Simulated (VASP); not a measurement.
# TaN (P-62m) in VASP: notebook, part 2 of 2

VASP 6.6.1. The steps go on from the part before.

## (3) Single point, LDA

Contents of INCAR:

```
SYSTEM = TaN
PREC = Accurate
ENCUT = 600
EDIFF = 1E-6
ISMEAR = -1
SIGMA = 0.05
LREAL = .FALSE.
LASPH = .TRUE.
NELM = 120
ALGO = Normal
ISIF = 2
LWAVE = .FALSE.
LCHARG = .TRUE.
GGA = CA
LELF = .TRUE.
LVHAR = .TRUE.
NBANDS = 36
GGA_COMPAT = .FALSE.
```

Contents of KPOINTS:

```
Automatic mesh
0
G
  6 6 9
  0 0 0
```

Contents of POSCAR:

```
TaN
1.0
    5.1960000000      0.0000000000      0.0000000000
   -2.5980000000      4.4998679981      0.0000000000
    0.0000000000      0.0000000000      2.9110000000
Ta N
3 3
Direct
    0.0000000000      0.0000000000      0.0000000000
    0.6666666667      0.3333333333      0.5000000000
    0.3333333333      0.6666666667      0.5000000000
    0.0000000000      0.3928500000      0.0000000000
    0.6071500000      0.6071500000      0.0000000000
    0.3928500000      0.0000000000      0.0000000000
```

Potentials or basis: VASP PAW LDA potentials, release 64 (Ta_sv_GW, N).

Launch:

```sh
$ cat potpaw_LDA.64/Ta_sv_GW/POTCAR potpaw_LDA.64/N/POTCAR > POTCAR
$ mpirun -np 1 vasp_std > vasp.out
```

OUTCAR:

```text
SYSTEM = TaN
   PREC = Accurate
   ENCUT = 600
   EDIFF = 1E-6
   ISMEAR = -1
   LREAL = .FALSE.
   LASPH = .TRUE.
   NELM = 120
   ISIF = 2
   GGA = CA

 ion  position               nearest neighbor table
   1  0.000  0.000  0.000-   6 2.04   5 2.04   4 2.04
   2  0.667  0.333  0.500-   4 2.16   4 2.16   6 2.16   6 2.16   5 2.16   5 2.16   3 3.00   3 3.00
                             3 3.00
   3  0.333  0.667  0.500-   6 2.16   6 2.16   4 2.16   4 2.16   5 2.16   5 2.16   2 3.00   2 3.00
                             2 3.00
   4  0.000  0.393  0.000-   1 2.04   2 2.16   2 2.16   3 2.16   3 2.16
[... 1145 lines left out ...]
  -------------------------------------------------------------------------------------
  Total       -3.4447703     -3.4447703     -4.5622547      0.0000000      0.0000000      0.0000000
  in kB      -81.0885861    -81.0885861   -107.3937447      0.0000000      0.0000000      0.0000000
  external PRESSURE =     -89.8569723 kB  Pullay stress =       0.0000000 kB

 VOLUME and BASIS-vectors are now :
 -----------------------------------------------------------------------------
  energy-cutoff  :      600.00
  volume of cell :       68.06
      direct lattice vectors                 reciprocal lattice vectors
     5.196000000  0.000000000  0.000000000     0.192455735  0.111114371  0.000000000
    -2.598000000  4.499867998  0.000000000     0.000000000  0.222228741  0.000000000
     0.000000000  0.000000000  2.911000000     0.000000000  0.000000000  0.343524562

 POSITION                                       TOTAL-FORCE (eV/Angst)
 -----------------------------------------------------------------------------------
      0.00000      0.00000      0.00000         0.000000      0.000000      0.000000
      2.59800      1.49996      1.45550         0.000000      0.000000      0.000000
     -0.00000      2.99991      1.45550         0.000000      0.000000      0.000000
     -1.02062      1.76777      0.00000         0.018087     -0.031328      0.000000
      1.57738      2.73209      0.00000         0.018087      0.031328     -0.000000
      2.04125      0.00000      0.00000        -0.036175      0.000000      0.000000
 -----------------------------------------------------------------------------------
    total drift:                                0.000000      0.000000     -0.000000

  FREE ENERGIE OF THE ION-ELECTRON SYSTEM (eV)
  ---------------------------------------------------
  free  energy   TOTEN  =       -81.6297860394 eV

  energy  without entropy=      -81.6229828332  energy(sigma->0) =      -81.62638444
```

stdout:

```text
POSCAR found type information on POSCAR TaN
 POSCAR found :  2 types and       6 ions
 scaLAPACK will be used
 LDA part: xc-table for (Slater(with rela. corr.)+CA(PZ))
 , standard interpolation
 POSCAR, INCAR and KPOINTS ok, starting setup
 FFT: planning ... GRIDC
 FFT: planning ... GRID_SOFT
 FFT: planning ... GRID
 WAVECAR not read
 entering main loop
```

Run time: 59 s. Hardware: 1 thread of Intel Xeon 6975P-C (Granite Rapids), shared host; peak memory 0.22 GiB.

What came out:

- Free energy: -81.6298 eV
- Pressure: -9.0 GPa
- Largest force: 0.036 eV/Å
- Band gap on the k mesh: zero (band 27 reaches 13.77 eV, above the bottom of band 28 at 10.68 eV)

Forces on the atoms (eV/Å):
```
Ta   0.000  0.000  0.000
Ta   0.000  0.000  0.000
Ta   0.000  0.000  0.000
N    0.018 -0.031  0.000
N    0.018  0.031  0.000
N   -0.036  0.000  0.000
```

Stress tensor (GPa, compression positive):
```
 -8.11   0.00   0.00
  0.00  -8.11   0.00
  0.00   0.00 -10.74
```

Levels at points of the mesh, in eV from the Fermi level:
```csv
k point,band 25,band 26,band 27,band 28,band 29,band 30
"(0.00, 0.00, 0.00)",-3.28,-1.89,-0.91,-0.91,0.55,0.55
"(0.50, 0.00, 0.00)",-3.81,-2.80,-2.62,1.20,1.76,1.91
```

Caveat: spin-orbit coupling is left out, which moves the levels of the heavy elements.

## (4) Single point, PBEsol+D3(BJ)

This run uses another cell than the first one, of 11.00 Å³/atom, 0.969 times its volume.

Contents of INCAR:

```
SYSTEM = TaN
ALGO = Normal
EDIFF = 1E-6
ENCUT = 520
GGA = PS
ISIF = 2
ISMEAR = -1
IVDW = 12
LASPH = .TRUE.
LCHARG = .FALSE.
LREAL = .FALSE.
LWAVE = .FALSE.
NBANDS = 33
NELM = 80
PREC = Accurate
SIGMA = 0.05
```

Contents of KPOINTS:

```
k-points
0
G
  6 6 9
  0 0 0
```

Contents of POSCAR:

```
TaN
1.0
    5.1447428565      0.0000000000      0.0000000000
   -2.5723714283      4.4554780097      0.0000000000
    0.0000000000      0.0000000000      2.8786573573
Ta N
3 3
Direct
    0.0000000000      0.0000000000      0.0000000000
    0.6666666667      0.3333333333      0.5000000000
    0.3333333333      0.6666666667      0.5000000000
    0.0000000000      0.3941643002      0.0000000000
    0.6058356998      0.6058356998      0.0000000000
    0.3941643002      0.0000000000      0.0000000000
```

Potentials or basis: VASP PAW PBE potentials, release 64 (Ta_pv, N).

Launch:

```sh
$ cat potpaw_PBE.64/Ta_pv/POTCAR potpaw_PBE.64/N/POTCAR > POTCAR
$ mpirun -np 1 vasp_std > vasp.out
```

It used 200 s of CPU time on 1 thread of AMD EPYC 7R13 Processor (Zen 3), on a shared host.

Results (log left out):

```
Free energy                : -74.1088 eV
Pressure                   : 1.0 GPa
Largest force              : 0.010 eV/Å
Band gap on the k mesh     : zero (band 24 reaches 10.35 eV, above the bottom of band 25 at 7.14 eV)
Dispersion energy per atom : -0.450 eV
```

Forces in eV/Å, atoms in the order of the input:
```
Ta   0.000  0.000  0.000
Ta   0.000  0.000  0.000
Ta   0.000  0.000  0.000
N   -0.005  0.009  0.000
N   -0.005 -0.009  0.000
N    0.010  0.000  0.000
```

Stress tensor (GPa, compression positive):
```
1.04 0.00 0.00
0.00 1.04 0.00
0.00 0.00 0.89
```

Levels at points of the mesh, in eV from the Fermi level:
| k point | band 22 | band 23 | band 24 | band 25 | band 26 | band 27 |
| --- | --- | --- | --- | --- | --- | --- |
| (0.00, 0.00, 0.00) | -3.35 | -1.97 | -0.94 | -0.94 | 0.60 | 0.60 |
| (0.50, 0.00, 0.00) | -3.96 | -2.89 | -2.70 | 1.30 | 1.88 | 1.98 |

Caveat: the PAW data sets were made with another functional, which shifts forces and pressure a little; spin-orbit coupling is left out, which moves the levels of the heavy elements; pairwise dispersion overbinds metals, which lowers pressure and volume.

## (5) Single point, PBEsol+D4

This run uses another cell than the first one, of 11.12 Å³/atom, 0.980 times its volume.

Contents of INCAR:

```
  ALGO = Normal
  EDIFF = 1E-6
  ENCUT = 520
  GGA = PS
  ISIF = 2
  ISMEAR = -1
  IVDW = 13
  LASPH = T
  LCHARG = T
  LELF = T
  LREAL = F
  LVHAR = T
  LWAVE = F
  NBANDS = 33
  NELM = 80
  PREC = Accurate
  SIGMA = 0.05
```

Contents of KPOINTS:

```
k-points
0
Gamma
  6 6 9
```

Contents of POSCAR:

```
TaN
1.0
    5.1665204240      0.0000000000      0.0000000000
   -2.5832602120      4.4743379364      0.0000000000
    0.0000000000      0.0000000000      2.8868817372
Ta N
3 3
Direct
    0.0000000000      0.0000000000      0.0000000000
    0.6666666667      0.3333333333      0.5000000000
    0.3333333333      0.6666666667      0.5000000000
    0.0000000000      0.3935941900      0.0000000000
    0.6064058100      0.6064058100      0.0000000000
    0.3935941900      0.0000000000      0.0000000000
```

Launch:

```sh
$ cat potpaw_PBE.64/Ta_pv/POTCAR potpaw_PBE.64/N/POTCAR > POTCAR
$ mpirun -np 1 vasp_std > vasp.out
```

It used 110 s of CPU time on 1 thread of AMD EPYC 7R13 Processor (Zen 3), with other jobs on the host.

The run converged. Its results:

* Free energy: -72.4955 eV
* Pressure: 0.9 GPa
* Largest force: 0.009 eV/Å
* Band gap on the k mesh: zero (band 24 reaches 10.22 eV, above the bottom of band 25 at 7.01 eV)
* Dispersion energy per atom: -0.177 eV

Forces on the atoms (eV/Å):
```
Ta   0.000  0.000  0.000
Ta   0.000  0.000  0.000
Ta   0.000  0.000  0.000
N   -0.005  0.008  0.000
N   -0.005 -0.008  0.000
N    0.009  0.000  0.000
```

Stress tensor (GPa, compression positive):
```
0.97 0.00 0.00
0.00 0.97 0.00
0.00 0.00 0.82
```

Levels at points of the mesh, in eV from the Fermi level:
| k point | band 20 | band 21 | band 22 | band 23 | band 24 | band 25 | band 26 | band 27 | band 28 | band 29 |
| --- | --- | --- | --- | --- | --- | --- | --- | --- | --- | --- |
| (0.00, 0.00, 0.00) | -5.09 | -4.29 | -3.32 | -1.96 | -0.93 | -0.93 | 0.61 | 0.61 | 1.87 | 2.01 |
| (0.50, 0.00, 0.00) | -4.64 | -3.95 | -3.92 | -2.88 | -2.68 | 1.28 | 1.86 | 1.96 | 2.49 | 2.51 |

Caveat: the PAW data sets were made with another functional, which shifts forces and pressure a little; spin-orbit coupling is left out, which moves the levels of the heavy elements; pairwise dispersion overbinds metals, which lowers pressure and volume.

## (6) Single point, revPBE+D3(BJ)

This run uses another cell than the first one, of 11.19 Å³/atom, 0.987 times its volume.

Contents of INCAR:

```
  ALGO = Normal
  EDIFF = 1E-6
  ENCUT = 520
  GGA = RE
  ISIF = 2
  ISMEAR = -1
  IVDW = 12
  LASPH = True
  LCHARG = False
  LREAL = False
  LWAVE = False
  NBANDS = 33
  NELM = 100
  PREC = Accurate
  SIGMA = 0.05
```

KPOINTS is that of step 5.

Contents of POSCAR:

```
TaN
1.0
    5.1723235152      0.0000000000      0.0000000000
   -2.5861617576      4.4793635608      0.0000000000
    0.0000000000      0.0000000000      2.8989918354
Ta N
3 3
Direct
    0.0000000000      0.0000000000      0.0000000000
    0.6666666667      0.3333333333      0.5000000000
    0.3333333333      0.6666666667      0.5000000000
    0.0000000000      0.3939615846      0.0000000000
    0.6060384154      0.6060384154      0.0000000000
    0.3939615846      0.0000000000      0.0000000000
```

Potentials or basis: VASP PAW PBE potentials, release 64 (Ta_pv, N).

Launch:

```sh
$ cat potpaw_PBE.64/Ta_pv/POTCAR potpaw_PBE.64/N/POTCAR > POTCAR
$ mpirun -np 1 vasp_std > vasp.out
```

It used 120 s of CPU time on 1 thread of AMD EPYC 7R13 Processor (Zen 3) (shared host).

Results (log left out):

```yaml
Free_energy: -69.8530 eV
Pressure: 0.8 GPa
Largest_force: 0.008 eV/Å
Band_gap_on_the_k_mesh: zero (band 24 reaches 10.30 eV, above the bottom of band 25 at 7.22 eV)
Dispersion_energy_per_atom: -0.832 eV
```

Forces on the atoms (eV/Å):
```
Ta   0.000  0.000  0.000
Ta   0.000  0.000  0.000
Ta   0.000  0.000  0.000
N   -0.004  0.007  0.000
N   -0.004 -0.007  0.000
N    0.008  0.000  0.000
```

Stress tensor (GPa, compression positive):
```
0.84 0.00 0.00
0.00 0.84 0.00
0.00 0.00 0.68
```

Levels at points of the mesh, in eV from the Fermi level:
| k point | band 22 | band 23 | band 24 | band 25 | band 26 | band 27 |
| --- | --- | --- | --- | --- | --- | --- |
| (0.00, 0.00, 0.00) | -3.35 | -1.90 | -0.90 | -0.90 | 0.64 | 0.64 |
| (0.50, 0.00, 0.00) | -3.90 | -2.84 | -2.61 | 1.27 | 1.88 | 1.98 |

Caveat: the PAW data sets were made with another functional, which shifts forces and pressure a little; spin-orbit coupling is left out, which moves the levels of the heavy elements; pairwise dispersion overbinds metals, which lowers pressure and volume.

## (7) The runs side by side

```csv
task,level,potentials or basis,cell,cutoff (eV),second run,gap on the mesh (eV),pressure (GPa),largest force (eV/Å)
relaxation of cell and atoms,revPBE+D4,"VASP PAW PBE potentials, release 64 (Ta_pv, N)","relaxed from a = 5.196, b = 5.196, c = 2.911 Å, angles 90.0, 90.0, 120.0°, 6 atoms",600,-,none,0.0,0.01
single point,LDA,"VASP PAW LDA potentials, release 64 (Ta_sv_GW, N)","a = 5.196, b = 5.196, c = 2.911 Å, angles 90.0, 90.0, 120.0°, 6 atoms",600,valence_matched,none,-9.0,0.04
single point,PBEsol+D3(BJ),"VASP PAW PBE potentials, release 64 (Ta_pv, N)","a = 5.145, b = 5.145, c = 2.879 Å, angles 90.0, 90.0, 120.0°, 6 atoms",520,-,none,1.0,0.01
single point,PBEsol+D4,"VASP PAW PBE potentials, release 64 (Ta_pv, N)","a = 5.167, b = 5.167, c = 2.887 Å, angles 90.0, 90.0, 120.0°, 6 atoms",520,-,none,0.9,0.01
single point,revPBE+D3(BJ),"VASP PAW PBE potentials, release 64 (Ta_pv, N)","a = 5.172, b = 5.172, c = 2.899 Å, angles 90.0, 90.0, 120.0°, 6 atoms",520,-,none,0.8,0.01
```

Alike in all rows: no spin polarisation; k mesh 6 × 6 × 9; smearing fermi-dirac 0.05 eV.

Caveats: spin-orbit coupling is left out, which moves the levels of the heavy elements; the PAW data sets were made with another functional, which shifts forces and pressure a little (some runs); pairwise dispersion overbinds metals, which lowers pressure and volume (some runs).

Total energies depend on the potentials used, so only differences within one code and one set of settings carry meaning.
